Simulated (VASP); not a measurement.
A run of VASP 6.6.1 is set up as follows.

Contents of INCAR:

```
SYSTEM = Mg
PREC = Accurate
ENCUT = 600
EDIFF = 1E-6
ISMEAR = -1
SIGMA = 0.05
LREAL = .False.
LASPH = .True.
NELM = 120
ALGO = Normal
ISIF = 2
LWAVE = .False.
LCHARG = .False.
NBANDS = 9
GGA_COMPAT = .False.
```

File KPOINTS:

```
regular mesh
0
Gamma
  7 7 4
  0 0 0
```

Contents of POSCAR:

```
Mg
1.0
    3.0878201011      0.0000000000      0.0000000000
   -1.5439100505      2.6741306499      0.0000000000
    0.0000000000      0.0000000000      5.2759947527
Mg
2
Direct
    0.3333333333      0.6666666667      0.2500000000
    0.6666666667      0.3333333333      0.7500000000
```

Potentials or basis: VASP PAW LDA potentials, release 64 (Mg).

Launch:

```console
$ cat potpaw_LDA.64/Mg/POTCAR > POTCAR
$ mpirun -np 1 vasp_std > vasp.out
```

Task: What does it give for the band gap on the k mesh?

Result: Zero (band 2 reaches 3.47 eV, above the bottom of band 3 at 1.00 eV).

Task: Estimate the pressure.

Result: -0.3 GPa.
